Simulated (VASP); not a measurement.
# Eu (Im-3m) in VASP: a series of runs, part 2 of 3

VASP 6.6.1.

**3. Single point, PBE, collinear spin, ferromagnetic start**

Contents of INCAR:

```
SYSTEM = Eu
ALGO = Fast
EDIFF = 1E-6
ENCUT = 520
GGA = PE
ISIF = 2
ISMEAR = 0
ISPIN = 2
LASPH = .True.
LCHARG = .False.
LMAXMIX = 6
LORBIT = 11
LREAL = .False.
LWAVE = .False.
MAGMOM = 0.5
NBANDS = 18
NELM = 150
PREC = Accurate
SIGMA = 0.05
```

Contents of KPOINTS:

```
k-points
0
Gamma
  14 14 14
  0 0 0
```

Contents of POSCAR:

```
Eu
1.0
   -2.1910580101      2.1910580101      2.1910580101
    2.1910580101     -2.1910580101      2.1910580101
    2.1910580101      2.1910580101     -2.1910580101
Eu
1
Direct
    0.0000000000      0.0000000000      0.0000000000
```

Potentials or basis: VASP PAW PBE potentials, release 64 (Eu).

The run is started by

```bash
$ cat potpaw_PBE.64/Eu/POTCAR > POTCAR
$ mpirun -np 1 vasp_std > vasp.out
```

OUTCAR:

```text
SYSTEM = Eu
   EDIFF = 1E-6
   ENCUT = 520
   GGA = PE
   ISIF = 2
   ISMEAR = 0
   ISPIN = 2
   LASPH = .True.
   LORBIT = 11
   LREAL = .False.
   NELM = 150
   PREC = Accurate

 ion  position               nearest neighbor table
   1  0.000  0.000  0.000-

  LATTYP: Found a body centered cubic cell.
 ALAT       =     4.3821160202

  Lattice vectors:

 A1 = (  -2.1910580101,   2.1910580101,   2.1910580101)
 A2 = (   2.1910580101,  -2.1910580101,   2.1910580101)
 A3 = (   2.1910580101,   2.1910580101,  -2.1910580101)

Analysis of symmetry for initial positions (statically):
=====================================================================
 Subroutine PRICEL returns:
 Original cell was already a primitive cell.

 Routine SETGRP: Setting up the symmetry group for a
 body centered cubic supercell.

 Subroutine GETGRP returns: Found 48 space group operations
 (whereof 48 operations were pure point group operations)
 out of a pool of 48 trial point group operations.

The static configuration has the point symmetry O_h .

Analysis of symmetry for dynamics (positions and initial velocities):
=====================================================================
 Subroutine PRICEL returns:
 Original cell was already a primitive cell.

 Routine SETGRP: Setting up the symmetry group for a
 body centered cubic supercell.

 Subroutine GETGRP returns: Found 48 space group operations
 (whereof 48 operations were pure point group operations)
 out of a pool of 48 trial point group operations.

The dynamic configuration has the point symmetry O_h .

Analysis of structural, dynamic, and magnetic symmetry:
=====================================================================
 Subroutine PRICEL returns:
 Original cell was already a primitive cell.

 Routine SETGRP: Setting up the symmetry group for a
 body centered cubic supercell.

 Subroutine GETGRP returns: Found 48 space group operations
[... 133 lines left out ...]
 RMM-DIIS sequential band-by-band and
 Gauss-broadening in eV      SIGMA  =   0.05
  energy-cutoff  :      520.00
  volume of cell :       42.07
 maximum number of plane-waves:      1157
   NGX = 15   NGY = 15   NGZ = 15

 number of electron      16.9999992 magnetization       7.2304779

 Free energy of the ion-electron system (eV)
  ---------------------------------------------------
  ext. energy  EPLUGINS =         0.00000000
  ---------------------------------------------------
  free energy    TOTEN  =       -11.43878714 eV

  energy without entropy =      -11.43727359  energy(sigma->0) =      -11.43803036

 E-fermi :   2.1121     XC(G=0):  -8.8293

 val. band max:        2.1109621714   @ k =  -0.4286   0.5000   0.2143
 cond. band min:       2.1186014141   @ k =  -0.4286   0.5000   0.2857
 fundamental gap:      0.0076392427
 Fermi energy:         2.1121332263

 spin component 1

 k-point     1 :       0.0000    0.0000    0.0000
  band No.  band energies     occupation
      1     -39.5302      1.00000
      2     -18.0846      1.00000
      3     -18.0846      1.00000
      4     -18.0846      1.00000
      5      -2.2489      1.00000
      6       1.5910      1.00000
[... 493 lines left out ...]
     17       7.5468      0.00000
     18       9.2814      0.00000

 [... further k-points ...]

 spin component 2

 k-point     1 :       0.0000    0.0000    0.0000
  band No.  band energies     occupation
      1     -36.4133      1.00000
      2     -15.7663      1.00000
      3     -15.7663      1.00000
      4     -15.7663      1.00000
      5      -1.5344      1.00000
      6       4.9084      0.00000
[... 493 lines left out ...]
     17       8.8727      0.00000
     18      10.5707      0.00000

 [... further k-points ...]

------------------------ aborting loop because EDIFF is reached ----------------------------------------

  FORCE on cell =-STRESS in cart. coord.  units (eV):
  Direction    XX          YY          ZZ          XY          YZ          ZX
  --------------------------------------------------------------------------------------
  -------------------------------------------------------------------------------------
  Total       -0.0872223     -0.0872223     -0.0872223      0.0000000     -0.0000000      0.0000000
  in kB       -3.3213648     -3.3213648     -3.3213648      0.0000000     -0.0000000      0.0000000
  external PRESSURE =      -3.3213648 kB  Pullay stress =       0.0000000 kB

 VOLUME and BASIS-vectors are now :
 -----------------------------------------------------------------------------
  energy-cutoff  :      520.00
  volume of cell :       42.07
      direct lattice vectors                 reciprocal lattice vectors
    -2.191058010  2.191058010  2.191058010     0.000000000  0.228200257  0.228200257
     2.191058010 -2.191058010  2.191058010     0.228200257  0.000000000  0.228200257
     2.191058010  2.191058010 -2.191058010     0.228200257  0.228200257  0.000000000

 POSITION                                       TOTAL-FORCE (eV/Angst)
 -----------------------------------------------------------------------------------
      0.00000      0.00000      0.00000        -0.000000      0.000000      0.000000
 -----------------------------------------------------------------------------------
    total drift:                               -0.000000     -0.000000      0.000000

  FREE ENERGIE OF THE ION-ELECTRON SYSTEM (eV)
  ---------------------------------------------------
  free  energy   TOTEN  =       -11.4387871410 eV

  energy  without entropy=      -11.4372735885  energy(sigma->0) =      -11.43803036

 total charge

# of ion       s       p       d       f       tot
--------------------------------------------------
    1        2.086   5.710   0.291   6.645  14.733

 magnetization (x)

# of ion       s       p       d       f       tot
--------------------------------------------------
    1       -0.004  -0.097   0.118   6.643   6.660
```

stdout:

```text
POSCAR found type information on POSCAR Eu
 POSCAR found :  1 types and       1 ions
 scaLAPACK will be used
 LDA part: xc-table for (Slater+PW92), standard interpolation
 POSCAR, INCAR and KPOINTS ok, starting setup
 FFT: planning ... GRIDC
 FFT: planning ... GRID_SOFT
 FFT: planning ... GRID
 WAVECAR not read
 entering main loop
WARNING in EDDRMM: call to ZHEGV failed, returncode =   6  3     12
WARNING in EDDRMM: call to ZHEGV failed, returncode =   8  4      3
WARNING in EDDRMM: call to ZHEGV failed, returncode =   6  3     11
WARNING in EDDRMM: call to ZHEGV failed, returncode =   8  4      2
WARNING in EDDRMM: call to ZHEGV failed, returncode =   8  4      3
WARNING in EDDRMM: call to ZHEGV failed, returncode =   8  4      4
WARNING in EDDRMM: call to ZHEGV failed, returncode =   8  4      1
```

It took 3.2 min on 1 thread of Intel Xeon 6975P-C (Granite Rapids), shared host; peak memory 0.27 GiB.

What came out:

* Free energy: -11.4388 eV
* Pressure: -0.3 GPa
* Net moment: 7.23 μB per cell
* Site moments: Eu +6.66 μB
* Valence electrons inside the program's atomic spheres: Eu 14.73

Caveat: spin-orbit coupling is left out, which moves the levels of the heavy elements; semilocal functionals describe open f shells poorly, which spoils levels, moments and volumes. The state reached can hang on the start; a lower one may exist.

**4. Single point, PBE, collinear spin, ferromagnetic start (42.22 Å³/atom)**

This run uses another cell than the first one, of 42.22 Å³/atom.

Contents of INCAR:

```
SYSTEM = Eu
  ALGO = Normal
  EDIFF = 1E-6
  ENCUT = 520
  GGA = PE
  ISIF = 2
  ISMEAR = 0
  ISPIN = 2
  LASPH = .TRUE.
  LCHARG = .FALSE.
  LMAXMIX = 6
  LORBIT = 11
  LREAL = .FALSE.
  LWAVE = .FALSE.
  MAGMOM = 7.72
  NBANDS = 18
  NELM = 150
  PREC = Accurate
  SIGMA = 0.05
```

Contents of KPOINTS:

```
k-points
0
G
  14 14 14
  0 0 0
```

Contents of POSCAR:

```
Eu
1.0
   -2.1936230897      2.1936230897      2.1936230897
    2.1936230897     -2.1936230897      2.1936230897
    2.1936230897      2.1936230897     -2.1936230897
Eu
1
Direct
    0.0000000000      0.0000000000      0.0000000000
```

Potentials or basis: VASP PAW PBE potentials, release 64 (Eu).

The run is started by

```bash
$ cat potpaw_PBE.64/Eu/POTCAR > POTCAR
$ mpirun -np 1 vasp_std > vasp.out
```

OUTCAR:

```text
SYSTEM = Eu
   EDIFF = 1E-6
   ENCUT = 520
   GGA = PE
   ISIF = 2
   ISMEAR = 0
   ISPIN = 2
   LASPH = .TRUE.
   LORBIT = 11
   LREAL = .FALSE.
   NELM = 150
   PREC = Accurate

 ion  position               nearest neighbor table
   1  0.000  0.000  0.000-

  LATTYP: Found a body centered cubic cell.
 ALAT       =     4.3872461794

  Lattice vectors:

 A1 = (  -2.1936230897,   2.1936230897,   2.1936230897)
 A2 = (   2.1936230897,  -2.1936230897,   2.1936230897)
 A3 = (   2.1936230897,   2.1936230897,  -2.1936230897)

Analysis of symmetry for initial positions (statically):
=====================================================================
 Subroutine PRICEL returns:
 Original cell was already a primitive cell.

 Routine SETGRP: Setting up the symmetry group for a
 body centered cubic supercell.

 Subroutine GETGRP returns: Found 48 space group operations
 (whereof 48 operations were pure point group operations)
 out of a pool of 48 trial point group operations.

The static configuration has the point symmetry O_h .

Analysis of symmetry for dynamics (positions and initial velocities):
[... 685 lines left out ...]

 spin component 2

 k-point     1 :       0.0000    0.0000    0.0000
  band No.  band energies     occupation
      1     -36.4280      1.00000
      2     -15.7847      1.00000
      3     -15.7847      1.00000
      4     -15.7847      1.00000
      5      -1.5443      1.00000
      6       4.8911      0.00000
[... 493 lines left out ...]
     17       8.8336      0.00000
     18      10.5284      0.00000

 [... further k-points ...]

------------------------ aborting loop because EDIFF is reached ----------------------------------------

  FORCE on cell =-STRESS in cart. coord.  units (eV):
  Direction    XX          YY          ZZ          XY          YZ          ZX
  --------------------------------------------------------------------------------------
  -------------------------------------------------------------------------------------
  Total       -0.0734403     -0.0734403     -0.0734403     -0.0000000     -0.0000000      0.0000000
  in kB       -2.7867579     -2.7867579     -2.7867579     -0.0000000     -0.0000000      0.0000000
  external PRESSURE =      -2.7867579 kB  Pullay stress =       0.0000000 kB

 VOLUME and BASIS-vectors are now :
 -----------------------------------------------------------------------------
  energy-cutoff  :      520.00
  volume of cell :       42.22
      direct lattice vectors                 reciprocal lattice vectors
    -2.193623090  2.193623090  2.193623090     0.000000000  0.227933414  0.227933414
     2.193623090 -2.193623090  2.193623090     0.227933414  0.000000000  0.227933414
     2.193623090  2.193623090 -2.193623090     0.227933414  0.227933414  0.000000000

 POSITION                                       TOTAL-FORCE (eV/Angst)
 -----------------------------------------------------------------------------------
      0.00000      0.00000      0.00000        -0.000000     -0.000000     -0.000000
 -----------------------------------------------------------------------------------
    total drift:                               -0.000000     -0.000000     -0.000000

  FREE ENERGIE OF THE ION-ELECTRON SYSTEM (eV)
  ---------------------------------------------------
  free  energy   TOTEN  =       -11.4386126361 eV

  energy  without entropy=      -11.4370831336  energy(sigma->0) =      -11.43784788

 total charge

# of ion       s       p       d       f       tot
--------------------------------------------------
    1        2.086   5.711   0.290   6.646  14.732

 magnetization (x)

# of ion       s       p       d       f       tot
--------------------------------------------------
    1       -0.004  -0.097   0.118   6.644   6.660
```

stdout:

```text
POSCAR found type information on POSCAR Eu
 POSCAR found :  1 types and       1 ions
 scaLAPACK will be used
 LDA part: xc-table for (Slater+PW92), standard interpolation
 POSCAR, INCAR and KPOINTS ok, starting setup
 FFT: planning ... GRIDC
 FFT: planning ... GRID_SOFT
 FFT: planning ... GRID
 WAVECAR not read
 entering main loop
```

It took 89 s on 1 thread of Intel Xeon 6975P-C (Granite Rapids), shared host; peak memory 0.27 GiB.

What came out:

| Item | Value |
| --- | --- |
| Free energy | -11.4386 eV |
| Pressure | -0.3 GPa |
| Net moment | 7.23 μB per cell |
| Site moments | Eu +6.66 μB |
| Valence electrons inside the program's atomic spheres | Eu 14.73 |

Levels at points of the mesh, in eV from the Fermi level:
Spin up:
```csv
k point,band 9,band 10,band 11,band 12,band 13,band 14,band 15,band 16
"(0.00, 0.00, 0.00)",-0.36,-0.36,-0.36,-0.33,1.82,1.82,1.82,3.54
"(0.50, 0.00, 0.00)",-0.38,-0.37,-0.36,-0.35,0.43,0.85,3.44,4.15
"(0.50, 0.50, 0.50)",-0.48,-0.48,-0.32,-0.32,-0.32,5.03,5.03,5.03
```
Spin down:
```
           k point  band 1  band 2  band 3  band 4  band 5  band 6  band 7  band 8  band 9  band 10
(0.00, 0.00, 0.00)  -38.53  -17.88  -17.88  -17.88   -3.64    2.79    2.79    2.79    3.97     3.97
(0.50, 0.00, 0.00)  -38.48  -18.44  -18.06  -17.89   -0.97    1.29    1.53    3.90    4.22     4.29
(0.50, 0.50, 0.50)  -38.45  -18.27  -18.27  -18.27   -0.35   -0.35    3.94    3.94    3.94     4.15
```

Caveat: spin-orbit coupling is left out, which moves the levels of the heavy elements; semilocal functionals describe open f shells poorly, which spoils levels, moments and volumes. The state reached can hang on the start; a lower one may exist.

(Continued in part 3 of 3.)
